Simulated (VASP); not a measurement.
## WSe2: single point with r2SCAN

Crystal: WSe2.

```
W Se
1.0
     6.15360    0.00000    0.00000
     0.00000    6.15360    0.00000
     0.00000    0.00000    3.38464
W Se
2 4
Direct
  0.00000 0.00000 0.00000
  0.50000 0.50000 0.50000
  0.28646 0.28646 0.00000
  0.21354 0.78646 0.50000
  0.78646 0.21354 0.50000
  0.71354 0.71354 0.00000
```

```yaml
Program: VASP 6.6.1
Task: single point
Functional: r2SCAN
Potentials_or_basis: VASP PAW PBE potentials, release 64 (W_sv, Se)
Cutoff: 520 eV
k_mesh: 4 × 4 × 8
Occupations: fermi-dirac, width 0.02 eV
Spin: no spin polarisation
```

```json
{
 "Pressure": "0.1 GPa",
 "Largest force": "0.007 eV/Å",
 "Band gap on the k mesh": "zero (bands 26 and 27 overlap by 0.93 eV)"
}
```

Forces in eV/Å, atoms in the order of the input:
```
W    0.000  0.000  0.000
W    0.000  0.000  0.000
Se  -0.005 -0.005  0.000
Se   0.005 -0.005  0.000
Se  -0.005  0.005  0.000
Se   0.005  0.005  0.000
```

Stress tensor (GPa, compression positive):
```
0.11 0.00 0.00
0.00 0.11 0.00
0.00 0.00 0.23
```

Levels at points of the mesh, in eV from the Fermi level:
```
           k point  band 22  band 23  band 24  band 25  band 26  band 27  band 28  band 29  band 30  band 31
(0.00, 0.00, 0.00)    -1.80    -1.39    -0.89    -0.89    -0.35    -0.35    -0.04     0.45     1.72     2.17
(0.50, 0.00, 0.00)    -1.83    -1.83    -1.83    -0.89    -0.89     0.94     0.94     1.07     1.07     3.72
(0.50, 0.50, 0.00)    -2.48    -2.11    -2.11    -0.98    -0.98    -0.33    -0.33     2.11     2.11     2.65
(0.00, 0.00, 0.50)    -3.47    -2.92    -2.92     0.54     0.54     1.15     1.15     1.66     1.66     1.99
(0.50, 0.00, 0.50)    -3.62    -1.78    -1.78    -1.48    -1.48     1.55     1.55     1.63     1.63     2.18
(0.50, 0.50, 0.50)    -2.58    -1.76    -1.76     0.00     0.00     0.19     0.19     1.62     1.62     3.35
```

Wall time 4.6 min on 1 thread of Intel(R) Xeon(R) Platinum 8559C (Emerald Rapids), on a shared host, peak memory 0.32 GiB.

Caveat: the PAW data sets were made with another functional, which shifts forces and pressure a little; spin-orbit coupling is left out, which moves the levels of the heavy elements.
